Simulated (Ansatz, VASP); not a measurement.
# Two plane-wave programs on Ag

The input INCAR:

```
PREC     = Accurate       # precision mode
ENCUT    = 520            # plane-wave cutoff, eV
EDIFF    = 1E-6           # SCF threshold, eV
ISMEAR   = 0              # smearing method
SIGMA    = 0.15           # smearing width, eV
LREAL    = F              # projectors in reciprocal space
LASPH    = T              # aspherical terms in the spheres
NELM     = 60             # most SCF steps
ALGO     = Fast           # electronic algorithm
ISIF     = 2              # what is computed and relaxed
LWAVE    = F              # write WAVECAR
LCHARG   = T              # write CHGCAR
GGA      = PS             # functional
LELF     = T              # ELF
LVHAR    = T            
NBANDS   = 18             # bands
```

Contents of KPOINTS:

```
Automatic mesh
0
Gamma
  18 18 10
```

The input POSCAR:

```
Ag
1.0
    2.9299980804      0.0000000000      0.0000000000
   -1.4649990402      2.5374527707      0.0000000000
    0.0000000000      0.0000000000      5.1492500000
Ag
2
Direct
    0.3333333333      0.6666666667      0.2500000000
    0.6666666667      0.3333333333      0.7500000000
```

Input for Ansatz:

```yaml
crystal:
  lattice:
    - [2.9299980804, 0.0, 0.0]
    - [-1.4649990402, 2.5374527707, 0.0]
    - [0.0, 0.0, 5.14925]
  atoms:
    - { symbol: Ag, position: [0.3333333333, 0.6666666667, 0.25] }
    - { symbol: Ag, position: [0.6666666667, 0.3333333333, 0.75] }
basis:
  ecutwfc: 420
kpoints:
  mp_grid: { grid: [18, 18, 10] }
hamiltonian:
  xc: pbesol
scf:
  occupations: { method: gaussian, width: 0.15 }
output:
  forces: true
  stress: true
  eigenvalues: true
```

Change from the starting cell: strain +0.0750 x Voigt [0, 0, 1, 0, 0, 0], atoms carried along.

Alike in both runs: task single point; functional PBEsol; k mesh 18 × 18 × 10; occupations gaussian, width 0.15 eV; no spin polarisation.

```csv
,VASP,Ansatz
version,VASP 6.6.1,Ansatz 0.2.0
potentials or method,"VASP PAW PBE potentials, release 64 (Ag), cutoff 520 eV","scalar-relativistic, plane waves, PAW"
valence electrons in the cell,22,38
```

```tsv
	VASP	Ansatz	Ansatz less VASP
gap on the k mesh at the Fermi level (eV)	none	none	-
pressure (GPa)	-10.5	-10.4	+0.07
traceless stress, the component that is largest in VASP (GPa)	-2.59	-2.60	-0.016
```

VASP's potentials were made for PBE, not for PBEsol. A gap of «none» marks a metal or a gap that the smearing closes. With one functional, cell and mesh, what is left measures potentials, basis and numerics. VASP's potentials hold 22 valence electrons a cell and Ansatz's 38, so a difference there can come from the potentials and not from the codes.
